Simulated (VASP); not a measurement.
Crystal: Sb.

```
Sb
1.0
     3.28605    0.00000    0.00000
    -1.64303    2.84581    0.00000
     0.00000    0.00000    5.35849
Sb
2
Direct
  0.66667 0.33333 0.75000
  0.33333 0.66667 0.25000
```

This isn't the form of Sb at room conditions, which is rhombohedral.

Base run:

- Program: VASP 6.6.1
- Functional: r2SCAN
- Potentials or basis: VASP PAW PBE potentials, release 64 (Sb)
- Cutoff: 520 eV
- k mesh: 9 × 9 × 5
- Occupations: fermi-dirac, width 0.05 eV
- Spin: no spin polarisation

Its results: band gap on the k mesh zero (bands 5 and 6 overlap by 7.93 eV); pressure 5.2 GPa.

Q: The run is repeated on the same cell with these changes: functional from r2SCAN to PBE0; k mesh from 9 × 9 × 5 to 6 × 6 × 4. What comes out?

A: Band gap on the k mesh zero (bands 5 and 6 overlap by 10.25 eV); pressure 2.9 GPa.

Several settings changed at once.

Caveats: some runs use coarse meshes; the PAW data sets were made with another functional, which shifts forces and pressure a little; spin-orbit coupling is left out, which moves the levels of the heavy elements; the cell stands under pressure (at least some runs).
